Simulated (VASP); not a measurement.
# Ti (a cell with a defect) in VASP: single point with PBEsol

Aim: the single point of Ti (a cell with a defect) with PBEsol.

Program: VASP 6.6.1. These are calculated values, not measurements. Logs are shortened: lines on timing, memory, paths and dates and some standing lists are left out, and cuts for length are marked.

### Step 1. The cell of the first run

The cell holds a defect, 11 atoms: a = 8.527 Å, b = 5.685 Å, c = 5.685 Å, α = 109.47°, β = 109.47°, γ = 109.47°.

### Step 2. Single point, PBEsol

Contents of INCAR:

```
SYSTEM = Ti
ALGO     = Normal         ! electronic algorithm
EDIFF    = 1E-6           ! SCF threshold, eV
ENCUT    = 400            ! plane-wave cutoff, eV
GGA      = PS             ! functional
GGA_COMPAT= .False.      
ISIF     = 2              ! what is computed and relaxed
ISMEAR   = -1             ! smearing method
LASPH    = .True.         ! aspherical terms in the spheres
LCHARG   = .False.        ! write CHGCAR
LREAL    = .False.        ! projectors in reciprocal space
LWAVE    = .False.        ! write WAVECAR
NBANDS   = 77             ! bands
NELM     = 120            ! most SCF steps
PREC     = Accurate       ! precision mode
SIGMA    = 0.15           ! smearing width, eV
```

Contents of KPOINTS:

```
k-points
0
Gamma
  2 3 3
  0 0 0
```

Contents of POSCAR:

```
Ti
1.0
   -4.9230000000      4.9230000000      4.9230000000
    3.2820000000     -3.2820000000      3.2820000000
    3.2820000000      3.2820000000     -3.2820000000
Ti
11
Direct
    0.0000000000      0.0000000000      0.5000000000
    0.0000000000      0.5000000000      0.0000000000
    0.0000000000      0.5000000000      0.5000000000
    0.3333333333      0.0000000000      0.0000000000
    0.3333333333      0.0000000000      0.5000000000
    0.3333333333      0.5000000000      0.0000000000
    0.3333333333      0.5000000000      0.5000000000
    0.6666666667      0.0000000000      0.0000000000
    0.6666666667      0.0000000000      0.5000000000
    0.6666666667      0.5000000000      0.0000000000
    0.6666666667      0.5000000000      0.5000000000
```

Potentials or basis: VASP PAW PBE potentials, release 64 (Ti_sv).

The run is started by

```
cat potpaw_PBE.64/Ti_sv/POTCAR > POTCAR
mpirun -np 1 vasp_std > vasp.out
```

OUTCAR:

```text
SYSTEM = Ti
   EDIFF = 1E-6
   ENCUT = 400
   GGA = PS
   ISIF = 2
   ISMEAR = -1
   LASPH = .True.
   LREAL = .False.
   NELM = 120
   PREC = Accurate

 ion  position               nearest neighbor table
   1  0.000  0.000  0.500-   5 2.84   9 2.84   6 2.84  10 2.84   3 2.84   3 2.84
   2  0.000  0.500  0.000-   6 2.84  10 2.84   5 2.84   9 2.84   3 2.84   3 2.84
   3  0.000  0.500  0.500-   7 2.84  11 2.84   4 2.84   8 2.84   1 2.84   2 2.84   1 2.84   2 2.84

   4  0.333  0.000  0.000-   3 2.84   6 2.84   5 2.84   6 2.84   5 2.84  11 2.84   8 2.84
   5  0.333  0.000  0.500-   1 2.84   2 2.84   7 2.84   4 2.84   7 2.84   4 2.84  10 2.84   9 2.84

   6  0.333  0.500  0.000-   2 2.84   1 2.84   7 2.84   7 2.84   4 2.84   4 2.84   9 2.84  10 2.84
[... 5 lines left out ...]
  10  0.667  0.500  0.000-   2 2.84   1 2.84   8 2.84  11 2.84  11 2.84   8 2.84   5 2.84   6 2.84

  11  0.667  0.500  0.500-   3 2.84   9 2.84  10 2.84  10 2.84   9 2.84   4 2.84   7 2.84

  LATTYP: Found a base centered monoclinic cell.
 ALAT       =     6.5640000000
 B/A-ratio  =     1.4142135624
 C/A-ratio  =     1.0897247359
 COS(beta)  =    -0.2294157339

  Lattice vectors:

 A1 = (  -3.2820000000,   3.2820000000,  -3.2820000000)
 A2 = (  -3.2820000000,  -3.2820000000,   3.2820000000)
 A3 = (   1.6410000000,   4.9230000000,   4.9230000000)

Analysis of symmetry for initial positions (statically):
=====================================================================
 Subroutine PRICEL returns:
 Original cell was already a primitive cell.

 Routine SETGRP: Setting up the symmetry group for a
 base centered monoclinic supercell.

 Subroutine GETGRP returns: Found  4 space group operations
 (whereof  4 operations were pure point group operations)
 out of a pool of  4 trial point group operations.

The static configuration has the point symmetry C_2h.

Analysis of symmetry for dynamics (positions and initial velocities):
=====================================================================
 Subroutine PRICEL returns:
 Original cell was already a primitive cell.

 Routine SETGRP: Setting up the symmetry group for a
 base centered monoclinic supercell.

 Subroutine GETGRP returns: Found  4 space group operations
 (whereof  4 operations were pure point group operations)
 out of a pool of  4 trial point group operations.

The dynamic configuration has the point symmetry C_2h.

 Subroutine INISYM returns: Found  4 space group operations
 (whereof  4 operations are pure point group operations),
 and found     1 'primitive' translations

----------------------------------------------------------------------------------------

                                     Primitive cell

  volume of cell :     212.1129

  direct lattice vectors                    reciprocal lattice vectors
    -4.923000000  4.923000000  4.923000000     0.000000000  0.101564087  0.101564087
     3.282000000 -3.282000000  3.282000000     0.152346130  0.000000000  0.152346130
     3.282000000  3.282000000 -3.282000000     0.152346130  0.152346130  0.000000000

  length of vectors
     8.526886126  5.684590750  5.684590750     0.143633309  0.215449964  0.215449964

  position of ions in fractional coordinates (direct lattice)
     0.000000000  0.000000000  0.500000000
     0.000000000  0.500000000  0.000000000
     0.000000000  0.500000000  0.500000000
     0.333333333  0.000000000  0.000000000
     0.333333333  0.000000000  0.500000000
     0.333333333  0.500000000  0.000000000
     0.333333333  0.500000000  0.500000000
     0.666666667  0.000000000  0.000000000
     0.666666667  0.000000000  0.500000000
     0.666666667  0.500000000  0.000000000
     0.666666667  0.500000000  0.500000000

  ion indices of the primitive-cell ions
   primitive index   ion index
                 1           1
                 2           2
                 3           3
[... 35 lines left out ...]
|           W WW W  AAAAAA  RRRRR   N  N N  II  N  N N  G  GGG   !            |
|           WW  WW  A    A  R   R   N   NN  II  N   NN  G    G                |
|           W    W  A    A  R    R  N    N  II  N    N   GGGG   !!!           |
|                                                                             |
|     Your reciprocal lattice and k-lattice belong to different lattice       |
|     classes:                                                                |
|                                                                             |
|        The reciprocal lattice is base-centered monoclinic,                  |
|        whereas your k-lattice is face-centered cubic.                       |
|                                                                             |
|     Results are often still useful ...                                      |
|                                                                             |
 -----------------------------------------------------------------------------

 Subroutine IBZKPT returns following result:
 ===========================================

 Found      8 irreducible k-points:

 Following reciprocal coordinates:
            Coordinates               Weight
  0.000000  0.000000  0.000000      1.000000
  0.500000  0.000000  0.000000      1.000000
  0.000000  0.333333  0.000000      4.000000
  0.500000  0.333333 -0.000000      4.000000
  0.000000  0.333333  0.333333      2.000000
  0.500000  0.333333  0.333333      2.000000
  0.000000 -0.333333  0.333333      2.000000
  0.500000 -0.333333  0.333333      2.000000
   k-points           NKPTS =      8   k-points in BZ     NKDIM =      8   number of bands    NBANDS=     77
   number of dos      NEDOS =    301   number of ions     NIONS =     11
   total plane-waves  NPLWV =  89600
   dimension x,y,z NGX =    56 NGY =   40 NGZ =   40
   dimension x,y,z NGXF=   112 NGYF=   80 NGZF=   80
   ions per type =              11
   NGX,Y,Z   is equivalent  to a cutoff of  10.92, 11.70, 11.70 a.u.
   NGXF,Y,Z  is equivalent  to a cutoff of  21.84, 23.40, 23.40 a.u.
 SYSTEM =  Ti
   PREC   = accura    normal or accurate (medium, high low for compatibility)
   ISTART =      0    job   : 0-new  1-cont  2-samecut
   ICHARG =      2    charge: 1-file 2-atom 10-const
   ISPIN  =      1    spin polarized calculation?
   LNONCOLLINEAR =      F non collinear calculations
   LSORBIT =      F    spin-orbit coupling
   LASPH  =      T    aspherical Exc in radial PAW
   ENCUT  =  400.0 eV  29.40 Ry    5.42 a.u.  13.91  9.27  9.27*2*pi/ulx,y,z
   NELM   =    120;   NELMIN=  2; NELMDL= -5     # of ELM steps
   EDIFF  = 0.1E-05   stopping-criterion for ELM
   LREAL  =      F    real-space projection
   EDIFFG = 0.1E-04   stopping-criterion for IOM
   NSW    =      0    number of steps for IOM
   IBRION =     -1    ionic relax: 0-MD 1-quasi-New 2-CG
   NFREE  =      0    steps in history (QN), initial steepest desc. (CG)
   ISIF   =      2    stress and relaxation
   ISYM   =      2    0-nonsym 1-usesym 2-fastsym
   POTIM  = 0.5000    time-step for ionic-motion
   TEBEG  =    0.0;   TEEND  =   0.0 temperature during run
   PSTRESS=    0.0 pullay stress
   NELECT =     132.0000    total number of electrons
   NUPDOWN=      -1.0000    fix difference up-down
   EMIN   =  10.00;   EMAX   =-10.00  energy-range for DOS
   EFERMI =   0.00;   METHOD = LEGACY
   ISMEAR =    -1;   SIGMA  =   0.15  broadening in eV -4-tet -1-fermi 0-gaus
   EFERMI_NEDOS =   21; number of points for ismear=-14 and -15
   IALGO  =     38    algorithm
   IMIX   =      4    mixing-type and parameters
     AMIX     =   0.40;   BMIX     =  1.00
     AMIX_MAG =   1.60;   BMIX_MAG =  1.00
  volume/ion in A,a.u.               =      19.28       130.13
  Fermi-wavevector in a.u.,A,eV,Ry     =   1.397689  2.641249 26.579443  1.953534
  Thomas-Fermi vector in A             =   2.520920
   LORBIT       =      0    0 simple, 1 ext, 2 COOP (PROOUT), +10 PAW based schemes
   GGA     = PS    functional components
   LHFCALC =     F    Hartree Fock is set to
   AEXX    =    0.0000 exact exchange contribution
   IVDW    =     0    specifies the selected vdW correction
   LEPSILON=     F    determine dielectric tensor
   LRPA    =     F    only Hartree local field effects (RPA)
 non-spin polarized calculation
  energy-cutoff  :      400.00
  volume of cell :      212.11
 maximum number of plane-waves:      3863
 NGX is ok and might be reduce to    56
   NGX = 27   NGY = 19   NGZ = 19

 number of electron     131.9999977 magnetization

 Free energy of the ion-electron system (eV)
  ---------------------------------------------------
  ext. energy  EPLUGINS =         0.00000000
  ---------------------------------------------------
  free energy    TOTEN  =       -88.53677610 eV

  energy without entropy =      -86.59729493  energy(sigma->0) =      -87.56703552

 E-fermi :   6.9234     XC(G=0): -11.0587

 val. band max:        6.8954597290   @ k =   0.0000   0.3333   0.0000
 cond. band min:       6.9408240480   @ k =   0.0000   0.3333   0.0000
 fundamental gap:      0.0453643190
 Fermi energy:         6.9234128690

 k-point     1 :       0.0000    0.0000    0.0000
  band No.  band energies     occupation
      1     -49.5615      2.00000
      2     -49.5340      2.00000
      3     -49.4912      2.00000
      4     -49.4407      2.00000
      5     -49.4384      2.00000
      6     -49.4352      2.00000
[... 629 lines left out ...]
     76       7.8194      0.00508
     77       8.1282      0.00065

------------------------ aborting loop because EDIFF is reached ----------------------------------------

  FORCE on cell =-STRESS in cart. coord.  units (eV):
  Direction    XX          YY          ZZ          XY          YZ          ZX
  --------------------------------------------------------------------------------------
  -------------------------------------------------------------------------------------
  Total      -10.8366293    -11.0046432    -11.0046432     -0.0092888     -0.2847360     -0.0092890
  in kB      -81.8536062    -83.1226860    -83.1226860     -0.0701626     -2.1507306     -0.0701635
  external PRESSURE =     -82.6996594 kB  Pullay stress =       0.0000000 kB

 VOLUME and BASIS-vectors are now :
 -----------------------------------------------------------------------------
  energy-cutoff  :      400.00
  volume of cell :      212.11
      direct lattice vectors                 reciprocal lattice vectors
    -4.923000000  4.923000000  4.923000000     0.000000000  0.101564087  0.101564087
     3.282000000 -3.282000000  3.282000000     0.152346130  0.000000000  0.152346130
     3.282000000  3.282000000 -3.282000000     0.152346130  0.152346130  0.000000000

 POSITION                                       TOTAL-FORCE (eV/Angst)
 -----------------------------------------------------------------------------------
      1.64100      1.64100     -1.64100        -0.000000     -0.000000      0.000000
      1.64100     -1.64100      1.64100        -0.000000     -0.000000      0.000000
      3.28200      0.00000      0.00000        -0.000000     -0.000000      0.000000
     -1.64100      1.64100      1.64100        -0.028769     -0.018896     -0.018896
      0.00000      3.28200     -0.00000        -0.006021      0.646303     -0.312162
      0.00000     -0.00000      3.28200        -0.006021     -0.312162      0.646303
      1.64100      1.64100      1.64100         0.025073      0.068026      0.068026
     -3.28200      3.28200      3.28200         0.028769      0.018896      0.018896
     -1.64100      4.92300      1.64100         0.006021     -0.646303      0.312162
     -1.64100      1.64100      4.92300         0.006021      0.312162     -0.646303
     -0.00000      3.28200      3.28200        -0.025073     -0.068026     -0.068026
 -----------------------------------------------------------------------------------
    total drift:                               -0.000000     -0.000000      0.000000

  FREE ENERGIE OF THE ION-ELECTRON SYSTEM (eV)
  ---------------------------------------------------
  free  energy   TOTEN  =       -88.5367760979 eV

  energy  without entropy=      -86.5972949344  energy(sigma->0) =      -87.56703552
```

Run time: 2.8 min. Hardware: 1 thread of Intel Xeon 8259CL, shared host; peak memory 0.3 GiB.

Results:

- Free energy: -88.5368 eV
- Pressure: -8.3 GPa
- Largest force: 0.718 eV/Å
- Band gap on the k mesh: zero (bands 66 and 67 overlap by 0.13 eV)

Forces in eV/Å, atoms in the order of the input:
```
Ti   0.000  0.000  0.000
Ti   0.000  0.000  0.000
Ti   0.000  0.000  0.000
Ti  -0.029 -0.019 -0.019
Ti  -0.006  0.646 -0.312
Ti  -0.006 -0.312  0.646
Ti   0.025  0.068  0.068
Ti   0.029  0.019  0.019
Ti   0.006 -0.646  0.312
Ti   0.006  0.312 -0.646
Ti  -0.025 -0.068 -0.068
```

Levels at points of the mesh, in eV from the Fermi level:
```tsv
k point	band 63	band 64	band 65	band 66	band 67	band 68	band 69	band 70
(0.00, 0.00, 0.00)	-0.29	-0.18	-0.15	0.14	0.20	0.23	0.28	0.31
(0.50, 0.00, 0.00)	-0.15	-0.14	-0.06	0.06	0.19	0.27	0.34	0.37
```

Caveat: the k points lie up to 0.45 Å⁻¹ apart; the PAW data sets were made with another functional, which shifts forces and pressure a little.

The gap in the log of VASP goes by the Fermi energy; the results here count the filled bands.